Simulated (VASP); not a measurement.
Runs of VASP 6.6.1 on AlCu3. The structure is that of space group Pm-3m (No. 221), or close to it. The cells are those of the table. 

| task | cell | cutoff (eV) | smearing | gap on the mesh (eV) | pressure (GPa) | relaxed volume (Å³/atom) |
| --- | --- | --- | --- | --- | --- | --- |
| relaxation of cell and atoms | relaxed from a = 3.589 Å, 4 atoms | 600 | fermi-dirac 0.15 eV | none | 0.0 | 11.61 |
| single point | a = 3.589 Å, 4 atoms | 520 | gaussian 0.1 eV | none | (a) | - |
| single point | a = 3.590 Å, 4 atoms | 520 | fermi-dirac 0.15 eV | none | 0.6 | - |
| relaxation of cell and atoms | relaxed from a = 3.590 Å, 4 atoms | 600 | fermi-dirac 0.15 eV | none | 0.0 | 11.61 |

Alike in all rows: level LDA; potentials or basis VASP PAW LDA potentials, release 64 (Al, Cu); no spin polarisation; k mesh 12 × 12 × 12.

Q: Estimate the missing entries.

A: (a) 0.5.

A gap of «none» marks levels without a gap at the run's occupations.
